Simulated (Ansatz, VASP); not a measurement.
**RbBr: VASP beside Ansatz**

The input INCAR:

```
SYSTEM = RbBr
ALGO = Normal ; EDIFF = 1E-6
ENCUT = 520 ; GGA = CA
ISIF = 2 ; ISMEAR = 0
LASPH = .TRUE. ; LCHARG = .FALSE.
LREAL = .FALSE. ; LWAVE = .FALSE.
NBANDS = 15 ; NELM = 80
PREC = Accurate ; SIGMA = 0.05
```

The input KPOINTS:

```
k-points
0
G
  6 6 6
  0 0 0
```

Contents of POSCAR:

```
RbBr
1.0
    0.0000000000      3.4275000000      3.4275000000
    3.4275000000      0.0000000000      3.4275000000
    3.4275000000      3.4275000000      0.0000000000
Rb Br
1 1
Direct
    0.0000000000      0.0000000000      0.0000000000
    0.5000000000      0.5000000000      0.5000000000
```

Input for Ansatz:

```yaml
crystal:
  lattice:
    - [0.0, 3.4275, 3.4275]
    - [3.4275, 0.0, 3.4275]
    - [3.4275, 3.4275, 0.0]
  atoms:
    - { symbol: Rb, position: [0.0, 0.0, 0.0] }
    - { symbol: Br, position: [0.5, 0.5, 0.5] }
basis:
  ecutwfc: 420
kpoints:
  mp_grid: { grid: [6, 6, 6] }
hamiltonian:
  xc: lda
scf:
  occupations: { method: gaussian, width: 0.05 }
output:
  forces: true
  stress: true
  eigenvalues: true
  write_density: true
  write_potential: true
  elf: true
  volumetric_format: npy
```

Alike in both runs: task single point; functional LDA; k mesh 6 × 6 × 6; occupations gaussian, width 0.05 eV; no spin polarisation.

|  | VASP | Ansatz |
| --- | --- | --- |
| version | VASP 6.6.1 | Ansatz 0.2.0 |
| potentials or method | VASP PAW LDA potentials, release 64 (Rb_sv, Br), cutoff 520 eV | scalar-relativistic, plane waves, PAW |
| valence electrons in the cell | 16 | 16 |

VASP gave:

```
gap on the k mesh at the Fermi level (eV) : 3.96
least direct gap on the mesh (eV)         : 3.96
pressure (GPa)                            : -1.2
```

Problem. Which values does Ansatz return?

Solution. gap on the k mesh at the Fermi level (eV): 3.95; least direct gap on the mesh (eV): 3.95; pressure (GPa): -1.2.

LDA's correlation is that of Perdew and Zunger in VASP and of Perdew and Wang (1992) in Ansatz.
